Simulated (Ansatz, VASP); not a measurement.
Two plane-wave programs on Be2S3

```
Be S
1.0
     2.93509    1.69458    5.34231
    -2.93509    1.69458    5.34231
     0.00000   -3.38915    5.34231
Be S
4 6
Direct
  0.85218 0.85218 0.85218
  0.64782 0.64782 0.64782
  0.14782 0.14782 0.14782
  0.35218 0.35218 0.35218
  0.05625 0.44375 0.75000
  0.75000 0.05625 0.44375
  0.44375 0.75000 0.05625
  0.94375 0.55625 0.25000
  0.25000 0.94375 0.55625
  0.55625 0.25000 0.94375
```

Alike in both runs: task single point; functional PBE; k mesh 6 × 6 × 6; occupations gaussian, width 0.1 eV; no spin polarisation.

```csv
,VASP,Ansatz
version,VASP 6.6.1,Ansatz 0.2.0
potentials or method,"VASP PAW PBE potentials, release 64 (Be, S), cutoff 600 eV","scalar-relativistic, plane waves, PAW"
valence electrons in the cell,44,44
```

VASP gave:

| Quantity | Value |
| --- | --- |
| gap on the k mesh at the Fermi level (eV) | none |
| pressure (GPa) | -8.4 |
| traceless stress, the component that is largest in VASP (GPa) | 0.48 |
| rms of the force components (eV/Å) | 0.183 |

Q: What did Ansatz give for the same quantities?

A: gap on the k mesh at the Fermi level (eV): none; pressure (GPa): -8.3; traceless stress, the component that is largest in VASP (GPa): 0.49; rms of the force components (eV/Å): 0.186.

Atom by atom the forces differ by 0.003 eV/Å (rms over components). A gap of «none» marks a metal or a gap that the smearing closes.
